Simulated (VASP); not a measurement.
# PbF2 (P4_2/mnm) in VASP: further runs, part 2 of 2

VASP 6.6.1.

### 6 Single point, r2SCAN

The input, POSCAR:

```
PbF2
1.0
    5.5782091968      0.0000000000      0.0000000000
    0.0000000000      5.5782091968      0.0000000000
    0.0000000000      0.0000000000      3.9398845654
Pb F
2 4
Direct
    0.0000000000      0.0000000000      0.0000000000
    0.5000000000      0.5000000000      0.5000000000
    0.3092282397      0.3092282397      0.0000000000
    0.1907717603      0.8092282397      0.5000000000
    0.8092282397      0.1907717603      0.5000000000
    0.6907717603      0.6907717603      0.0000000000
```

The input, INCAR.step1:

```
PREC     = Accurate       # precision mode
ENCUT    = 520            # plane-wave cutoff, eV
ISMEAR   = 0              # smearing method
SIGMA    = 0.001          # smearing width, eV
LREAL    = F              # projectors in reciprocal space
LASPH    = T              # aspherical terms in the spheres
NELM     = 60             # most SCF steps
NBANDS   = 37             # bands
GGA      = PE             # functional
ALGO     = Normal         # electronic algorithm
EDIFF    = 1E-4           # SCF threshold, eV
LWAVE    = T              # write WAVECAR
LCHARG   = F              # write CHGCAR
```

The input, INCAR.step2:

```
PREC     = Accurate       # precision mode
ENCUT    = 520            # plane-wave cutoff, eV
EDIFF    = 1E-6           # SCF threshold, eV
ISMEAR   = 0              # smearing method
SIGMA    = 0.001          # smearing width, eV
LREAL    = F              # projectors in reciprocal space
LASPH    = T              # aspherical terms in the spheres
NELM     = 60             # most SCF steps
ALGO     = Normal         # electronic algorithm
ISIF     = 2              # what is computed and relaxed
LWAVE    = F              # write WAVECAR
LCHARG   = F              # write CHGCAR
METAGGA  = R2SCAN         # meta-GGA
LMIXTAU  = T            
NBANDS   = 37             # bands
ISTART   = 1
```

The input, KPOINTS:

```
regular mesh
0
Gamma
  4 4 4
```

Potentials or basis: VASP PAW PBE potentials, release 64 (Pb_d, F).

Launch:

```console
$ cat potpaw_PBE.64/Pb_d/POTCAR potpaw_PBE.64/F/POTCAR > POTCAR
$ cp INCAR.step1 INCAR
$ mpirun -np 1 vasp_std > vasp.out
$ cp INCAR.step2 INCAR
$ mpirun -np 1 vasp_std > vasp.out
```

Wall time 2.9 min (1 thread of Intel Xeon Platinum 8488C (Sapphire Rapids), shared host); peak memory 0.26 GiB.

It converged, with:

```yaml
Free_energy: -139.7453 eV
Pressure: 0.0 GPa
Band_gap_on_the_k_mesh: 4.05 eV (least direct gap 4.32 eV)
```

Levels at points of the mesh, in eV from the valence-band top:
| k point | band 26 | band 27 | band 28 | band 29 | band 30 | band 31 |
| --- | --- | --- | --- | --- | --- | --- |
| (0.00, 0.00, 0.00) | -2.56 | -2.34 | -0.07 | 4.25 | 4.25 | 7.56 |
| (0.50, 0.00, 0.00) | -2.50 | -1.33 | -1.33 | 4.62 | 4.62 | 6.39 |
| (0.50, 0.50, 0.00) | -2.54 | -1.15 | -1.15 | 4.05 | 4.05 | 7.34 |
| (0.00, 0.00, 0.50) | -2.66 | -0.45 | -0.45 | 5.75 | 5.75 | 6.48 |
| (0.50, 0.00, 0.50) | -2.55 | -0.30 | -0.30 | 4.72 | 4.72 | 6.67 |
| (0.50, 0.50, 0.50) | -2.54 | -0.77 | -0.77 | 6.01 | 6.01 | 6.11 |

Caveat: the structure was generated, so it needn't be the stable form of PbF2; the PAW data sets were made with another functional, which shifts forces and pressure a little; spin-orbit coupling is left out, which moves the levels of the heavy elements.

### 7 Single point, r2SCAN

POSCAR is that of step 6.

The input, INCAR.step1:

```
ALGO = Normal ; EDIFF = 1E-4
ENCUT = 520 ; GGA = PE
ISMEAR = -1 ; LASPH = T
LCHARG = F ; LREAL = F
LWAVE = T ; NBANDS = 37
NELM = 60 ; PREC = Accurate
SIGMA = 0.001
```

The input, INCAR.step2:

```
ALGO = Normal ; EDIFF = 1E-6
ENCUT = 520 ; ISIF = 2
ISMEAR = -1 ; ISTART = 1
LASPH = T ; LCHARG = T
LELF = T ; LMIXTAU = T
LREAL = F ; LVHAR = T
LWAVE = F ; METAGGA = R2SCAN
NBANDS = 37 ; NELM = 60
PREC = Accurate ; SIGMA = 0.001
```

The input, KPOINTS:

```
k-points
0
Gamma
  4 4 4
```

Potentials or basis: VASP PAW PBE potentials, release 64 (Pb_d, F).

Launch:

```console
$ cat potpaw_PBE.64/Pb_d/POTCAR potpaw_PBE.64/F/POTCAR > POTCAR
$ cp INCAR.step1 INCAR
$ mpirun -np 1 vasp_std > vasp.out
$ cp INCAR.step2 INCAR
$ mpirun -np 1 vasp_std > vasp.out
```

OUTCAR:

```text
EDIFF = 1E-6
   ENCUT = 520
   ISIF = 2
   ISMEAR = -1
   ISTART = 1
   LASPH = T
   LREAL = F
   METAGGA = R2SCAN
   NELM = 60
   PREC = Accurate

 ion  position               nearest neighbor table
   1  0.000  0.000  0.000-   3 2.44   6 2.44   5 2.48   4 2.48   4 2.48   5 2.48
   2  0.500  0.500  0.500-   4 2.44   5 2.44   3 2.48   6 2.48   3 2.48   6 2.48
   3  0.309  0.309  0.000-   1 2.44   2 2.48   2 2.48
   4  0.191  0.809  0.500-   2 2.44   1 2.48   1 2.48
   5  0.809  0.191  0.500-   2 2.44   1 2.48   1 2.48
   6  0.691  0.691  0.000-   1 2.44   2 2.48   2 2.48

  LATTYP: Found a simple tetragonal cell.
 ALAT       =     5.5782091968
 C/A-ratio  =     0.7062991771

  Lattice vectors:

 A1 = (   5.5782091968,   0.0000000000,   0.0000000000)
 A2 = (   0.0000000000,   5.5782091968,   0.0000000000)
 A3 = (   0.0000000000,   0.0000000000,   3.9398845654)

Analysis of symmetry for initial positions (statically):
=====================================================================
 Subroutine PRICEL returns:
[... 177 lines left out ...]
 cond. band min:       4.7957263549   @ k =   0.5000   0.5000   0.0000
 fundamental gap:      4.0469715678
 Fermi energy:         0.8637814553

 k-point     1 :       0.0000    0.0000    0.0000
  band No.  band energies     occupation
      1     -22.0697      2.00000
      2     -21.9258      2.00000
      3     -21.8230      2.00000
      4     -21.8230      2.00000
      5     -14.7633      2.00000
      6     -14.7421      2.00000
[... 709 lines left out ...]
     36      12.4082      0.00000
     37      13.2327      0.00000

------------------------ aborting loop because EDIFF is reached ----------------------------------------

  FORCE on cell =-STRESS in cart. coord.  units (eV):
  Direction    XX          YY          ZZ          XY          YZ          ZX
  --------------------------------------------------------------------------------------
  -------------------------------------------------------------------------------------
  Total       -0.0236716     -0.0236716      0.0234779     -0.0000000      0.0000000      0.0000000
  in kB       -0.3093604     -0.3093604      0.3068286     -0.0000000      0.0000000      0.0000000
  external PRESSURE =      -0.1039641 kB  Pullay stress =       0.0000000 kB

 VOLUME and BASIS-vectors are now :
 -----------------------------------------------------------------------------
  energy-cutoff  :      520.00
  volume of cell :      122.60
      direct lattice vectors                 reciprocal lattice vectors
     5.578209197  0.000000000  0.000000000     0.179269003  0.000000000  0.000000000
     0.000000000  5.578209197  0.000000000     0.000000000  0.179269003  0.000000000
     0.000000000  0.000000000  3.939884565     0.000000000  0.000000000  0.253814543

 POSITION                                       TOTAL-FORCE (eV/Angst)
 -----------------------------------------------------------------------------------
      0.00000      0.00000      0.00000        -0.000000     -0.000000      0.000000
      2.78910      2.78910      1.96994        -0.000000     -0.000000      0.000000
      1.72494      1.72494      0.00000         0.001229      0.001229     -0.000000
      1.06416      4.51404      1.96994        -0.001229      0.001229     -0.000000
      4.51404      1.06416      1.96994         0.001229     -0.001229      0.000000
      3.85327      3.85327      0.00000        -0.001229     -0.001229      0.000000
 -----------------------------------------------------------------------------------
    total drift:                               -0.000000      0.000000     -0.000000

  FREE ENERGIE OF THE ION-ELECTRON SYSTEM (eV)
  ---------------------------------------------------
  free  energy   TOTEN  =      -139.7453416042 eV

  energy  without entropy=     -139.7453416042  energy(sigma->0) =     -139.74534160
```

OSZICAR.step1:

```text
N       E                     dE             d eps       ncg     rms          rms(c)
DAV:   1     0.732222164121E+03    0.73222E+03   -0.28164E+04  1332   0.168E+03
DAV:   2     0.773009733933E+02   -0.65492E+03   -0.62263E+03  1415   0.477E+02
DAV:   3    -0.274266008637E+02   -0.10473E+03   -0.10150E+03  1639   0.210E+02
DAV:   4    -0.323025044799E+02   -0.48759E+01   -0.48585E+01  1604   0.493E+01
DAV:   5    -0.324534627879E+02   -0.15096E+00   -0.15094E+00  1748   0.884E+00    0.115E+01
DAV:   6    -0.283877421974E+02    0.40657E+01   -0.14480E+01  1809   0.271E+01    0.396E+00
DAV:   7    -0.283915055618E+02   -0.37634E-02   -0.11262E+00  1375   0.503E+00    0.231E+00
DAV:   8    -0.283801945285E+02    0.11311E-01   -0.23935E-01  1367   0.426E+00    0.679E-01
DAV:   9    -0.283752750462E+02    0.49195E-02   -0.30501E-02  2044   0.128E+00    0.150E-01
DAV:  10    -0.283771858929E+02   -0.19108E-02   -0.24800E-03  1459   0.347E-01    0.471E-02
DAV:  11    -0.283772491455E+02   -0.63253E-04   -0.15165E-04  1213   0.951E-02
   1 F= -.28377249E+02 E0= -.28377249E+02  d E =0.000000E+00
```

It took 2.9 min on 1 thread of Intel Xeon Platinum 8488C (Sapphire Rapids), shared host; peak memory 0.27 GiB.

Results:

| Quantity | Value |
| --- | --- |
| Free energy | -139.7453 eV |
| Pressure | 0.0 GPa |
| Band gap on the k mesh | 4.05 eV (least direct gap 4.32 eV) |

Caveat: the structure was generated, so it needn't be the stable form of PbF2; the PAW data sets were made with another functional, which shifts forces and pressure a little; spin-orbit coupling is left out, which moves the levels of the heavy elements. A k mesh can miss the band edges.

### 8 Overview

```tsv
level	smearing	gap on the mesh (eV)	pressure (GPa)
PBEsol	gaussian 0.01 eV	3.64	-0.8
r2SCAN	methfessel-paxton 0.05 eV	4.05	0.0
r2SCAN	fermi-dirac 0.2 eV	4.05	0.0
r2SCAN	tetrahedron	4.05	0.0
r2SCAN	gaussian 0.001 eV	4.05	0.0
r2SCAN	fermi-dirac 0.001 eV	4.05	0.0
```

Alike in all rows: task single point; potentials or basis VASP PAW PBE potentials, release 64 (Pb_d, F); no spin polarisation; cell as given; k mesh 4 × 4 × 4; cutoff (eV) 520.

On the cell as given the gap runs from 3.64 eV (PBEsol) to 4.05 eV (r2SCAN). The pressure there spans -0.8 GPa (PBEsol) to 0.0 GPa (r2SCAN); a positive pressure means that this level wants a larger cell, a negative one a smaller.

Caveats: the structure was generated, so it needn't be the stable form of PbF2; the PAW data sets were made with another functional, which shifts forces and pressure a little; spin-orbit coupling is left out, which moves the levels of the heavy elements.

Absolute energies hang on the potentials; compare differences alone.
